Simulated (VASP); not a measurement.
Here is a VASP 6.6.1 calculation.

INCAR

```
PREC = Accurate
ENCUT = 520
EDIFF = 1E-6
ISMEAR = 0
SIGMA = 0.05
LREAL = F
LASPH = T
NELM = 100
ALGO = Normal
ISIF = 2
LWAVE = F
LCHARG = F
LDIPOL = T
IDIPOL = 3
DIPOL = 0.5 0.5 0.369
GGA = PE
IVDW = 12
NBANDS = 18
```

Contents of KPOINTS:

```
regular mesh
0
Gamma
  9 9 1
```

The input POSCAR:

```
Sb
1.0
    4.0686848921      0.0000000000      0.0000000000
   -2.0343424461      3.5235844766      0.0000000000
    0.0000000000      0.0000000000     20.8000277116
Sb
4
Direct
    0.3333333333      0.6666666667      0.2958374741
    0.6666666667      0.3333333333      0.2163458656
    0.2222222222      1.6666666667      0.5216143751
    0.5555555556      1.3333333333      0.4421220104
```

Potentials or basis: VASP PAW PBE potentials, release 64 (Sb).

The run is started by

```sh
$ cat potpaw_PBE.64/Sb/POTCAR > POTCAR
$ mpirun -np 1 vasp_std > vasp.out
```

(1) Estimate the dispersion energy per atom.

(2) Estimate the largest force.

## Answers

(1) -0.322 eV.

(2) 0.100 eV/Å.

Caveat: the cell differs from its parent crystal (layers slid over each other, then relaxed in part).
